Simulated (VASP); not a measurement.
# CuSi16 (a cell with a defect) in VASP: a series of runs, part 2 of 2

VASP 6.6.1.

## Step 3: Single point, LDA

Input file INCAR:

```
PREC = Accurate
ENCUT = 520
EDIFF = 1E-7
ISMEAR = 0
SIGMA = 0.05
LREAL = Auto
LASPH = True
NELM = 60
ALGO = Normal
ISIF = 2
LWAVE = False
LCHARG = False
NELECT = 74.0
NBANDS = 52
```

Input file KPOINTS:

```
Automatic mesh
0
Gamma
  2 2 2
```

Input file POSCAR:

```
CuSi16
1.0
    0.0000000000      5.4300000000      5.4300000000
    5.4300000000      0.0000000000      5.4300000000
    5.4300000000      5.4300000000      0.0000000000
Si Cu
16 1
Direct
   -0.0025436464     -0.0009552486      0.0052970534
    0.1245031308      0.1201710866      0.1350615101
    0.0049211786     -0.0128031308      0.5102977901
    0.1329166667      0.1257122468      0.6158919890
    0.0021895948      0.4935768877      0.0087157459
    0.1180941989      0.6247704420      0.1345645488
    0.0001698895      0.4979360037      0.5091603131
    0.1284368324      0.6159060773      0.6348963168
    0.5031945672     -0.0014186924      0.0032385820
    0.6283386740      0.1535600368      0.0920666667
    0.5146125230      0.0131804788      0.4647734807
    0.6324627993      0.1249705341      0.6148959484
    0.4923637201      0.5251244936     -0.0039193370
    0.6290858195      0.6244537753      0.1339843462
    0.5006881215      0.4975078269      0.5086505525
    0.6272666667      0.6376125230      0.6148648250
    0.3693443831      0.9293648250      0.8332675875
```

Potentials or basis: VASP PAW LDA potentials, release 64 (Si, Cu).

Command:

```sh
> cat potpaw_LDA.64/Si/POTCAR potpaw_LDA.64/Cu/POTCAR > POTCAR
> mpirun -np 1 vasp_std > vasp.out
```

OUTCAR:

```text
PREC = Accurate
   ENCUT = 520
   EDIFF = 1E-7
   ISMEAR = 0
   LREAL = Auto
   LASPH = True
   NELM = 60
   ISIF = 2
   NELECT = 74.0

 ion  position               nearest neighbor table
   1  0.997  0.999  0.005-  10 2.33   6 2.35  17 2.36   2 2.37   4 2.44
   2  0.125  0.120  0.135-   5 2.34   3 2.35   1 2.37   9 2.37  17 2.71
   3  0.005  0.987  0.510-   8 2.33   4 2.34  12 2.34   2 2.35
   4  0.133  0.126  0.616-   3 2.34   7 2.34  11 2.40   1 2.44  17 2.48
   5  0.002  0.494  0.009-   6 2.34  14 2.34   2 2.34   8 2.34
   6  0.118  0.625  0.135-   5 2.34   1 2.35   7 2.35  13 2.35
   7  0.000  0.498  0.509-   8 2.33   4 2.34  16 2.34   6 2.35
   8  0.128  0.616  0.635-   3 2.33   7 2.33  15 2.33   5 2.34
   9  0.503  0.999  0.003-  10 2.33  14 2.35  17 2.37   2 2.37  12 2.44
  10  0.628  0.154  0.092-   9 2.33   1 2.33  13 2.34  11 2.34
  11  0.515  0.013  0.465-  17 2.33  10 2.34  16 2.36  12 2.39   4 2.40
  12  0.632  0.125  0.615-  15 2.34   3 2.34  11 2.39   9 2.44  17 2.51
  13  0.492  0.525  0.996-  10 2.34  14 2.35   6 2.35  16 2.39  17 2.54
  14  0.629  0.624  0.134-   5 2.34   9 2.35  15 2.35  13 2.35
  15  0.501  0.498  0.509-   8 2.33  12 2.34  16 2.34  14 2.35
  16  0.627  0.638  0.615-  15 2.34   7 2.34  11 2.36  13 2.39  17 2.78
  17  0.369  0.929  0.833-  11 2.33   1 2.36   9 2.37   4 2.48  12 2.51  13 2.54   2 2.71  16 2.78

  LATTYP: Found a face centered cubic cell.
 ALAT       =    10.8600000000

  Lattice vectors:

 A1 = (   0.0000000000,   5.4300000000,   5.4300000000)
 A2 = (   5.4300000000,   0.0000000000,   5.4300000000)
 A3 = (   5.4300000000,   5.4300000000,   0.0000000000)

Analysis of symmetry for initial positions (statically):
=====================================================================
 Subroutine PRICEL returns:
 Original cell was already a primitive cell.

 Routine SETGRP: Setting up the symmetry group for a
 face centered cubic supercell.

 Subroutine GETGRP returns: Found  1 space group operations
 (whereof  1 operations were pure point group operations)
[... 154 lines left out ...]
   GGA     = CA    functional components
   LHFCALC =     F    Hartree Fock is set to
   AEXX    =    0.0000 exact exchange contribution
   IVDW    =     0    specifies the selected vdW correction
   LEPSILON=     F    determine dielectric tensor
   LRPA    =     F    only Hartree local field effects (RPA)
 non-spin polarized calculation
 Gauss-broadening in eV      SIGMA  =   0.05
  energy-cutoff  :      520.00
  volume of cell :      320.21
 maximum number of plane-waves:      8646
 NGX is ok and might be reduce to    60
   NGX = 29   NGY = 29   NGZ = 29

 number of electron      74.0000001 magnetization

 Free energy of the ion-electron system (eV)
  ---------------------------------------------------
  ext. energy  EPLUGINS =         0.00000000
  ---------------------------------------------------
  free energy    TOTEN  =      -103.86697391 eV

  energy without entropy =     -103.86695890  energy(sigma->0) =     -103.86696640

 E-fermi :   6.3222     XC(G=0):  -9.8154

 val. band max:        6.1981445261   @ k =   0.0000   0.0000   0.0000
 cond. band min:       6.4461884210   @ k =   0.0000   0.0000   0.0000
 fundamental gap:      0.2480438949
 Fermi energy:         6.3221666397

 k-point     1 :       0.0000    0.0000    0.0000
  band No.  band energies     occupation
      1      -5.9611      2.00000
      2      -3.6053      2.00000
      3      -3.5622      2.00000
      4      -3.5436      2.00000
      5      -3.5150      2.00000
      6      -2.1020      2.00000
[... 405 lines left out ...]
     48      10.3392      0.00000
     49      10.3764      0.00000
 [bands above 49 left out]

------------------------ aborting loop because EDIFF is reached ----------------------------------------

  FORCE on cell =-STRESS in cart. coord.  units (eV):
  Direction    XX          YY          ZZ          XY          YZ          ZX
  --------------------------------------------------------------------------------------
  -------------------------------------------------------------------------------------
  Total       -9.9826615     -9.2701775     -9.4309915      0.2661667      0.2716458     -0.1801861
  in kB      -49.9490742    -46.3841016    -47.1887475      1.3317872      1.3592023     -0.9015763
  external PRESSURE =     -47.8406411 kB  Pullay stress =       0.0000000 kB

 VOLUME and BASIS-vectors are now :
 -----------------------------------------------------------------------------
  energy-cutoff  :      520.00
  volume of cell :      320.21
      direct lattice vectors                 reciprocal lattice vectors
     0.000000000  5.430000000  5.430000000    -0.092081031  0.092081031  0.092081031
     5.430000000  0.000000000  5.430000000     0.092081031 -0.092081031  0.092081031
     5.430000000  5.430000000  0.000000000     0.092081031  0.092081031 -0.092081031

 POSITION                                       TOTAL-FORCE (eV/Angst)
 -----------------------------------------------------------------------------------
      5.45358      5.44495     10.84100         0.007470     -0.011584     -0.011544
      1.38591      1.40944      1.32858        -0.002451      0.008586      0.015871
      8.13140      2.79764      5.38720        -0.012506     -0.012815     -0.003149
      4.02691      4.06603      1.40436        -0.001907      0.002210     -0.007764
      2.72745      0.05922      2.69201        -0.006976      0.001670     -0.014107
      4.12319      1.37194      4.03376        -0.008119     -0.011790      0.000264
[... 9 lines left out ...]
      6.80095      6.74477      6.86829         0.002595      0.002384     -0.002926
      9.57109      6.53018      7.05199         0.008341     -0.001143      0.031862
 -----------------------------------------------------------------------------------
    total drift:                                0.003217     -0.003248     -0.004253

  FREE ENERGIE OF THE ION-ELECTRON SYSTEM (eV)
  ---------------------------------------------------
  free  energy   TOTEN  =      -103.8669739063 eV

  energy  without entropy=     -103.8669588985  energy(sigma->0) =     -103.86696640
```

It took 5.1 min on 1 thread of Intel Xeon Platinum 8488C (Sapphire Rapids), shared host; peak memory 0.4 GiB.

What came out:

* Free energy: -103.8670 eV
* Largest force: 0.045 eV/Å

Forces in eV/Å, atoms in the order of the input:
```
Si   0.007 -0.012 -0.012
Si  -0.002  0.009  0.016
Si  -0.013 -0.013 -0.003
Si  -0.002  0.002 -0.008
Si  -0.007  0.002 -0.014
Si  -0.008 -0.012  0.000
Si  -0.012 -0.013 -0.004
Si  -0.005  0.014 -0.006
Si   0.022  0.010 -0.021
Si   0.021  0.015  0.013
Si  -0.022 -0.031 -0.024
Si   0.021  0.026  0.012
Si   0.012  0.002  0.001
Si  -0.009  0.004  0.019
Si  -0.013 -0.005  0.000
Si   0.003  0.002 -0.003
Cu   0.008 -0.001  0.032
```

Levels at points of the mesh, in eV from the Fermi level:
| k point | band 35 | band 36 | band 37 | band 38 | band 39 | band 40 |
| --- | --- | --- | --- | --- | --- | --- |
| (0.00, 0.00, 0.00) | -0.72 | -0.20 | -0.12 | 0.12 | 0.43 | 0.50 |
| (0.50, 0.00, 0.00) | -0.83 | -0.82 | -0.74 | 0.48 | 1.02 | 1.20 |
| (0.00, 0.50, 0.00) | -0.86 | -0.72 | -0.56 | 0.45 | 0.95 | 1.22 |
| (0.00, 0.00, 0.50) | -0.88 | -0.78 | -0.76 | 0.36 | 1.12 | 1.21 |
| (0.50, 0.50, 0.50) | -0.84 | -0.82 | -0.71 | 0.48 | 1.02 | 1.20 |
| (0.50, 0.50, 0.00) | -1.44 | -1.41 | -1.02 | 0.58 | 0.96 | 1.92 |
| (0.00, 0.50, 0.50) | -1.47 | -1.40 | -1.06 | 0.60 | 0.95 | 1.93 |
| (0.50, 0.00, 0.50) | -1.42 | -1.41 | -1.01 | 0.58 | 0.96 | 1.92 |

Caveat: the k points lie up to 0.50 Å⁻¹ apart; the cell carries a net charge on a neutralising background, which shifts energy and pressure; the cell is charged against a uniform background, so pressure and absolute levels hang on convention.
